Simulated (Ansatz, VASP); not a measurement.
**One calculation of BaTiO3, two programs**

The input INCAR:

```
ALGO = Normal
EDIFF = 1E-6
ENCUT = 520
GGA = PE
ISIF = 2
ISMEAR = 0
LASPH = T
LCHARG = F
LREAL = F
LWAVE = F
NBANDS = 28
NELM = 60
PREC = Accurate
SIGMA = 0.05
```

The input KPOINTS:

```
k-points
0
Gamma
  8 8 8
```

POSCAR

```
BaTiO3
1.0
    4.0192501416      0.0000000000      0.0000000000
    0.0000000000      4.0192501416      0.0000000000
    0.0000000000      0.0000000000      4.2302607740
Ba Ti O
1 1 3
Direct
    0.5000000000      0.5000000000      0.5000000000
    0.0000000000      0.0000000000      0.0000000000
    0.5000000000      0.0000000000      0.0000000000
    0.0000000000      0.5000000000      0.0000000000
    0.0000000000      0.0000000000      0.5000000000
```

Input for Ansatz:

```yaml
crystal:
  lattice:
    - [4.0192501416, 0.0, 0.0]
    - [0.0, 4.0192501416, 0.0]
    - [0.0, 0.0, 4.230260774]
  atoms:
    - { symbol: Ba, position: [0.5, 0.5, 0.5] }
    - { symbol: Ti, position: [0.0, 0.0, 0.0] }
    - { symbol: O, position: [0.5, 0.0, 0.0] }
    - { symbol: O, position: [0.0, 0.5, 0.0] }
    - { symbol: O, position: [0.0, 0.0, 0.5] }
basis:
  ecutwfc: 420
kpoints:
  mp_grid: { grid: [8, 8, 8] }
hamiltonian:
  xc: pbe
scf:
  occupations: { method: gaussian, width: 0.05 }
output:
  forces: true
  stress: true
  eigenvalues: true
  write_density: true
  write_potential: true
  elf: true
  volumetric_format: npy
```

Change from the starting cell: strain +0.0525 x Voigt [0, 0, 1, 0, 0, 0], atoms carried along.

Alike in both runs: task single point; functional PBE; k mesh 8 × 8 × 8; occupations gaussian, width 0.05 eV; no spin polarisation.

```csv
,VASP,Ansatz
version,VASP 6.6.1,Ansatz 0.2.0
potentials or method,"VASP PAW PBE potentials, release 64 (Ba_sv, Ti_sv, O), cutoff 520 eV","scalar-relativistic, plane waves, PAW"
valence electrons in the cell,40,40
```

|  | VASP | Ansatz | Ansatz less VASP |
| --- | --- | --- | --- |
| gap on the k mesh at the Fermi level (eV) | 1.53 | 1.58 | +0.050 |
| least direct gap on the mesh (eV) | 1.77 | 1.80 | +0.026 |
| pressure (GPa) | -5.5 | -6.9 | -1.39 |
| traceless stress, the component that is largest in VASP (GPa) | -4.58 | -4.38 | +0.205 |

Neither program's run includes spin-orbit coupling.
